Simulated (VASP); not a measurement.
# KCl (Fm-3m) in VASP: notebook

KCl is run at these levels: PBE; tasks: single point.

Program: VASP 6.6.1. These are calculated values, not measurements. Logs are shortened: lines on timing, memory, paths and dates and some standing lists are left out, and cuts for length are marked.

### Step 1. The cell of the first run

The structure is cubic, space group Fm-3m (No. 225). The conventional cell has a = 6.290 Å, b = 6.290 Å, c = 6.290 Å, α = 90.00°, β = 90.00°, γ = 90.00°. Within 4.1 Å of K (site symmetry m-3m) lie 6 Cl at 3.14 Å. Cl (site symmetry m-3m) has 6 K at 3.14 Å within 4.1 Å.

### Step 2. Single point, PBE

Contents of INCAR:

```
ALGO     = Normal         # electronic algorithm
EDIFF    = 1E-7           # SCF threshold, eV
ENCUT    = 520            # plane-wave cutoff, eV
GGA      = PE             # functional
ISIF     = 2              # what is computed and relaxed
ISMEAR   = 0              # smearing method
LASPH    = T              # aspherical terms in the spheres
LCHARG   = F              # write CHGCAR
LREAL    = F              # projectors in reciprocal space
LWAVE    = F              # write WAVECAR
NBANDS   = 15             # bands
NELM     = 80             # most SCF steps
PREC     = Accurate       # precision mode
SIGMA    = 0.01           # smearing width, eV
```

Contents of KPOINTS:

```
k-points
0
Gamma
  6 6 6
```

Contents of POSCAR:

```
KCl
1.0
    0.0000000000      3.1448483221      3.1448483221
    3.1448483221      0.0000000000      3.1448483221
    3.1448483221      3.1448483221      0.0000000000
K Cl
1 1
Direct
    0.0000000000      0.0000000000      0.0000000000
    0.5000000000      0.5000000000      0.5000000000
```

Potentials or basis: VASP PAW PBE potentials, release 64 (K_sv, Cl).

Command:

```bash
$ cat potpaw_PBE.64/K_sv/POTCAR potpaw_PBE.64/Cl/POTCAR > POTCAR
$ mpirun -np 1 vasp_std > vasp.out
```

OUTCAR:

```text
EDIFF = 1E-7
   ENCUT = 520
   GGA = PE
   ISIF = 2
   ISMEAR = 0
   LASPH = T
   LREAL = F
   NELM = 80
   PREC = Accurate

 ion  position               nearest neighbor table
   1  0.000  0.000  0.000-   2 3.14   2 3.14   2 3.14   2 3.14   2 3.14   2 3.14
   2  0.500  0.500  0.500-   1 3.14   1 3.14   1 3.14   1 3.14   1 3.14   1 3.14

  LATTYP: Found a face centered cubic cell.
 ALAT       =     6.2896966442

  Lattice vectors:

 A1 = (   0.0000000000,   3.1448483221,   3.1448483221)
 A2 = (   3.1448483221,   0.0000000000,   3.1448483221)
 A3 = (   3.1448483221,   3.1448483221,   0.0000000000)

Analysis of symmetry for initial positions (statically):
=====================================================================
 Subroutine PRICEL returns:
 Original cell was already a primitive cell.

 Routine SETGRP: Setting up the symmetry group for a
 face centered cubic supercell.

 Subroutine GETGRP returns: Found 48 space group operations
 (whereof 48 operations were pure point group operations)
 out of a pool of 48 trial point group operations.

The static configuration has the point symmetry O_h .

Analysis of symmetry for dynamics (positions and initial velocities):
=====================================================================
 Subroutine PRICEL returns:
 Original cell was already a primitive cell.

 Routine SETGRP: Setting up the symmetry group for a
 face centered cubic supercell.

 Subroutine GETGRP returns: Found 48 space group operations
 (whereof 48 operations were pure point group operations)
 out of a pool of 48 trial point group operations.

The dynamic configuration has the point symmetry O_h .

 Subroutine INISYM returns: Found 48 space group operations
 (whereof 48 operations are pure point group operations),
 and found     1 'primitive' translations

----------------------------------------------------------------------------------------

                                     Primitive cell

  volume of cell :      62.2055

  direct lattice vectors                    reciprocal lattice vectors
     0.000000000  3.144848322  3.144848322    -0.158990180  0.158990180  0.158990180
     3.144848322  0.000000000  3.144848322     0.158990180 -0.158990180  0.158990180
     3.144848322  3.144848322  0.000000000     0.158990180  0.158990180 -0.158990180

  length of vectors
     4.447487149  4.447487149  4.447487149     0.275379069  0.275379069  0.275379069

  position of ions in fractional coordinates (direct lattice)
     0.000000000  0.000000000  0.000000000
     0.500000000  0.500000000  0.500000000

  ion indices of the primitive-cell ions
   primitive index   ion index
                 1           1
                 2           2

----------------------------------------------------------------------------------------

 KPOINTS: k-points

Automatic generation of k-mesh.
 Grid dimensions read from file:
 generate k-points for:    6    6    6

 Generating k-lattice:

  Cartesian coordinates                     Fractional coordinates (reciprocal lattice)
    -0.026498363  0.026498363  0.026498363     0.166666667  0.000000000  0.000000000
     0.026498363 -0.026498363  0.026498363     0.000000000  0.166666667  0.000000000
     0.026498363  0.026498363 -0.026498363     0.000000000  0.000000000  0.166666667

  Length of vectors
     0.045896512  0.045896512  0.045896512

  Shift w.r.t. Gamma in fractional coordinates (k-lattice)
     0.000000000  0.000000000  0.000000000

 Subroutine IBZKPT returns following result:
 ===========================================

 Found     16 irreducible k-points:

 Following reciprocal coordinates:
            Coordinates               Weight
  0.000000  0.000000  0.000000      1.000000
  0.166667  0.000000  0.000000      8.000000
  0.333333  0.000000  0.000000      8.000000
  0.500000  0.000000  0.000000      4.000000
  0.166667  0.166667  0.000000      6.000000
  0.333333  0.166667  0.000000     24.000000
[... 8 lines left out ...]
 -0.333333  0.333333  0.166667     24.000000
 -0.333333  0.500000  0.166667     12.000000
   k-points           NKPTS =     16   k-points in BZ     NKDIM =     16   number of bands    NBANDS=     15
   number of dos      NEDOS =    301   number of ions     NIONS =      2
   total plane-waves  NPLWV =  46656
   dimension x,y,z NGX =    36 NGY =   36 NGZ =   36
   dimension x,y,z NGXF=    72 NGYF=   72 NGZF=   72
   ions per type =               1   1
   NGX,Y,Z   is equivalent  to a cutoff of  13.46, 13.46, 13.46 a.u.
   NGXF,Y,Z  is equivalent  to a cutoff of  26.91, 26.91, 26.91 a.u.
 SYSTEM =  unknown system
   PREC   = accura    normal or accurate (medium, high low for compatibility)
   ISTART =      0    job   : 0-new  1-cont  2-samecut
   ICHARG =      2    charge: 1-file 2-atom 10-const
   ISPIN  =      1    spin polarized calculation?
   LNONCOLLINEAR =      F non collinear calculations
   LSORBIT =      F    spin-orbit coupling
   LASPH  =      T    aspherical Exc in radial PAW
   ENCUT  =  520.0 eV  38.22 Ry    6.18 a.u.   8.27  8.27  8.27*2*pi/ulx,y,z
   NELM   =     80;   NELMIN=  2; NELMDL= -5     # of ELM steps
   EDIFF  = 0.1E-06   stopping-criterion for ELM
   LREAL  =      F    real-space projection
   EDIFFG = 0.1E-05   stopping-criterion for IOM
   NSW    =      0    number of steps for IOM
   IBRION =     -1    ionic relax: 0-MD 1-quasi-New 2-CG
   NFREE  =      0    steps in history (QN), initial steepest desc. (CG)
   ISIF   =      2    stress and relaxation
   ISYM   =      2    0-nonsym 1-usesym 2-fastsym
   POTIM  = 0.5000    time-step for ionic-motion
   TEBEG  =    0.0;   TEEND  =   0.0 temperature during run
   PSTRESS=    0.0 pullay stress
   NELECT =      16.0000    total number of electrons
   NUPDOWN=      -1.0000    fix difference up-down
   EMIN   =  10.00;   EMAX   =-10.00  energy-range for DOS
   EFERMI =   0.00;   METHOD = LEGACY
   ISMEAR =     0;   SIGMA  =   0.01  broadening in eV -4-tet -1-fermi 0-gaus
   EFERMI_NEDOS =   21; number of points for ismear=-14 and -15
   IALGO  =     38    algorithm
   IMIX   =      4    mixing-type and parameters
     AMIX     =   0.40;   BMIX     =  1.00
     AMIX_MAG =   1.60;   BMIX_MAG =  1.00
  volume/ion in A,a.u.               =      31.10       209.89
  Fermi-wavevector in a.u.,A,eV,Ry     =   1.041130  1.967451 14.748069  1.083952
  Thomas-Fermi vector in A             =   2.175737
   LORBIT       =      0    0 simple, 1 ext, 2 COOP (PROOUT), +10 PAW based schemes
   GGA     = PE    functional components
   LHFCALC =     F    Hartree Fock is set to
   AEXX    =    0.0000 exact exchange contribution
   IVDW    =     0    specifies the selected vdW correction
   LEPSILON=     F    determine dielectric tensor
   LRPA    =     F    only Hartree local field effects (RPA)
 non-spin polarized calculation
 Gauss-broadening in eV      SIGMA  =   0.01
  energy-cutoff  :      520.00
  volume of cell :       62.21
 maximum number of plane-waves:      1694
 NGX is ok and might be reduce to    36
   NGX = 17   NGY = 17   NGZ = 17

 number of electron      16.0000001 magnetization

 Free energy of the ion-electron system (eV)
  ---------------------------------------------------
  ext. energy  EPLUGINS =         0.00000000
  ---------------------------------------------------
  free energy    TOTEN  =        -6.80337305 eV

  energy without entropy =       -6.80337305  energy(sigma->0) =       -6.80337305

 E-fermi :  -1.7542     XC(G=0):  -7.5454

 val. band max:       -1.8358783102   @ k =   0.0000   0.0000   0.0000
 cond. band min:       3.3564385383   @ k =   0.0000   0.0000   0.0000
 fundamental gap:      5.1923168485
 Fermi energy:        -1.7542194790

 k-point     1 :       0.0000    0.0000    0.0000
  band No.  band energies     occupation
      1     -29.0301      2.00000
      2     -13.9553      2.00000
      3     -12.4909      2.00000
      4     -12.4909      2.00000
      5     -12.4909      2.00000
      6      -1.8359      2.00000
      7      -1.8359      2.00000
      8      -1.8359      2.00000
      9       3.3564      0.00000
     10       6.5457      0.00000
     11       6.5457      0.00000
     12       6.5457      0.00000
     13       7.4231      0.00000
     14       7.4231      0.00000
     15      11.1526      0.00000

 k-point     2 :       0.1667    0.0000    0.0000
  band No.  band energies     occupation
      1     -29.0274      2.00000
      2     -14.0070      2.00000
      3     -12.4933      2.00000
      4     -12.4933      2.00000
      5     -12.4258      2.00000
      6      -2.1506      2.00000
      7      -1.9218      2.00000
      8      -1.9218      2.00000
      9       3.9923      0.00000
     10       6.3749      0.00000
     11       6.8904      0.00000
     12       6.8904      0.00000
     13       7.7961      0.00000
     14       7.7961      0.00000
     15      12.0550      0.00000

 k-point     3 :       0.3333    0.0000    0.0000
  band No.  band energies     occupation
      1     -29.0221      2.00000
      2     -14.0996      2.00000
      3     -12.4980      2.00000
      4     -12.4980      2.00000
      5     -12.3055      2.00000
      6      -2.6687      2.00000
      7      -2.0843      2.00000
      8      -2.0843      2.00000
      9       5.2219      0.00000
     10       6.4382      0.00000
     11       7.8260      0.00000
     12       7.8260      0.00000
     13       8.7411      0.00000
     14       8.7411      0.00000
     15      11.0202      0.00000
[... 199 lines left out ...]
 k-point    15 :      -0.3333    0.3333    0.1667
  band No.  band energies     occupation
      1     -29.0170      2.00000
      2     -14.0045      2.00000
      3     -12.5679      2.00000
      4     -12.5495      2.00000
      5     -12.3758      2.00000
      6      -2.5496      2.00000
      7      -2.2748      2.00000
      8      -2.1909      2.00000
      9       6.1230      0.00000
     10       6.3612      0.00000
     11       7.9259      0.00000
     12       8.1841      0.00000
     13       9.3712      0.00000
     14       9.9468      0.00000
     15      10.0724      0.00000

 k-point    16 :      -0.3333    0.5000    0.1667
  band No.  band energies     occupation
      1     -29.0162      2.00000
      2     -13.9287      2.00000
      3     -12.6118      2.00000
      4     -12.5685      2.00000
      5     -12.4362      2.00000
      6      -2.4086      2.00000
      7      -2.2596      2.00000
      8      -2.1948      2.00000
      9       5.4213      0.00000
     10       7.0967      0.00000
     11       7.2527      0.00000
     12       8.3432      0.00000
     13       9.1185      0.00000
     14       9.8784      0.00000
     15      10.4720      0.00000

------------------------ aborting loop because EDIFF is reached ----------------------------------------

  FORCE on cell =-STRESS in cart. coord.  units (eV):
  Direction    XX          YY          ZZ          XY          YZ          ZX
  --------------------------------------------------------------------------------------
  -------------------------------------------------------------------------------------
  Total        0.3142482      0.3142482      0.3142482      0.0000000      0.0000000      0.0000000
  in kB        8.0938331      8.0938331      8.0938331      0.0000000      0.0000000      0.0000000
  external PRESSURE =       8.0938331 kB  Pullay stress =       0.0000000 kB

 VOLUME and BASIS-vectors are now :
 -----------------------------------------------------------------------------
  energy-cutoff  :      520.00
  volume of cell :       62.21
      direct lattice vectors                 reciprocal lattice vectors
     0.000000000  3.144848322  3.144848322    -0.158990180  0.158990180  0.158990180
     3.144848322  0.000000000  3.144848322     0.158990180 -0.158990180  0.158990180
     3.144848322  3.144848322  0.000000000     0.158990180  0.158990180 -0.158990180

 POSITION                                       TOTAL-FORCE (eV/Angst)
 -----------------------------------------------------------------------------------
      0.00000      0.00000      0.00000         0.000000     -0.000000     -0.000000
      3.14485      3.14485      3.14485        -0.000000      0.000000      0.000000
 -----------------------------------------------------------------------------------
    total drift:                                0.000000      0.000000      0.000000

  FREE ENERGIE OF THE ION-ELECTRON SYSTEM (eV)
  ---------------------------------------------------
  free  energy   TOTEN  =        -6.8033730523 eV

  energy  without entropy=       -6.8033730523  energy(sigma->0) =       -6.80337305
```

Run time: 34 s. Hardware: 1 thread of AMD EPYC 7R13, shared host; peak memory 0.17 GiB.

Results:

```yaml
Free_energy: -6.8034 eV
Pressure: 0.8 GPa
Band_gap_on_the_k_mesh: 5.19 eV, direct
```

### Step 3. Single point, PBE

Contents of INCAR:

```
SYSTEM = KCl
PREC = Accurate ; ENCUT = 520
EDIFF = 1E-7 ; ISMEAR = 0
SIGMA = 0.01 ; LREAL = .False.
LASPH = .True. ; NELM = 60
ALGO = Normal ; ISIF = 2
LWAVE = .False. ; LCHARG = .False.
GGA = PE ; NBANDS = 15
```

Contents of KPOINTS:

```
regular mesh
0
Gamma
  6 6 6
  0 0 0
```

POSCAR is that of step 2.

Potentials or basis: VASP PAW PBE potentials, release 64 (K_sv, Cl).

Command:

```bash
$ cat potpaw_PBE.64/K_sv/POTCAR potpaw_PBE.64/Cl/POTCAR > POTCAR
$ mpirun -np 1 vasp_std > vasp.out
```

Run time: 40 s. Hardware: 1 thread of AMD EPYC 7R13, shared host; peak memory 0.17 GiB.

The run converged. Its results:

- Free energy: -6.8034 eV
- Pressure: 0.8 GPa
- Band gap on the k mesh: 5.19 eV, direct

Levels at points of the mesh, in eV from the valence-band top:
```
           k point  band 4  band 5  band 6  band 7  band 8  band 9  band 10  band 11  band 12  band 13
(0.00, 0.00, 0.00)  -10.65  -10.65    0.00    0.00    0.00    5.19     8.38     8.38     8.38     9.26
(0.50, 0.00, 0.00)  -10.66  -10.41   -1.06   -0.33   -0.33    7.60     8.61    10.53    10.53    11.42
(0.50, 0.50, 0.00)  -10.71  -10.71   -0.66   -0.22   -0.22    6.53     8.36    10.08    10.24    10.63
```
